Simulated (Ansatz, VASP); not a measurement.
# Two plane-wave programs on Al2Au

```
Al Au
1.0
     0.00000    2.98515    2.98515
     2.98515    0.00000    2.98515
     2.98515    2.98515    0.00000
Al Au
2 1
Direct
  0.25000 0.25000 0.25000
  0.75000 0.75000 0.75000
  0.00000 0.00000 0.00000
```

Alike in both runs: functional r2SCAN; k mesh 10 × 10 × 10; occupations fermi-dirac, width 0.1 eV; no spin polarisation.

Ansatz relaxed the structure, and its values are those at the end. VASP's run is a single point on that final structure, the one shown.

```csv
,VASP,Ansatz
version,VASP 6.6.1,Ansatz 0.2.0
potentials or method,"VASP PAW PBE potentials, release 64 (Al, Au), cutoff 520 eV",PAW plane waves
valence electrons in the cell,17,25
```

Ansatz gave:

| Quantity | Value |
| --- | --- |
| pressure (GPa) | 2.5 |

Q: What did VASP give for the same quantities?

A: Pressure (GPa): 2.2.

VASP's potentials were made for PBE, not for r2SCAN. VASP's potentials hold 17 valence electrons a cell and Ansatz's 25, so a difference there can come from the potentials and not from the codes. Ansatz's warnings: stress scf threshold loose.

Spin-orbit coupling is off throughout.
